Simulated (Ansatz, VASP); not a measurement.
# One calculation of Sc, two programs

```
Sc
1.0
     2.96452    0.00000    0.00000
     0.00000    2.96452    0.00000
     0.00000    0.00000    2.96452
Sc
1
Direct
  0.00000 0.00000 0.00000
```

Alike in both runs: functional PBE; k mesh 14 × 14 × 14; occupations gaussian, width 0.1 eV; no spin polarisation.

Ansatz relaxed the structure, and its values are those at the end. VASP's run is a single point on that final structure, the one shown.

```csv
,VASP,Ansatz
version,VASP 6.6.1,Ansatz 0.2.0
potentials or method,"VASP PAW PBE potentials, release 64 (Sc_sv), cutoff 520 eV","scalar-relativistic, plane waves, PAW"
valence electrons in the cell,11,11
```

|  | VASP | Ansatz | Ansatz less VASP |
| --- | --- | --- | --- |
| gap on the k mesh at the Fermi level (eV) | none | none | - |
| pressure (GPa) | 0.0 | 0.0 | -0.05 |

A gap of «none» marks a metal or a gap that the smearing closes.
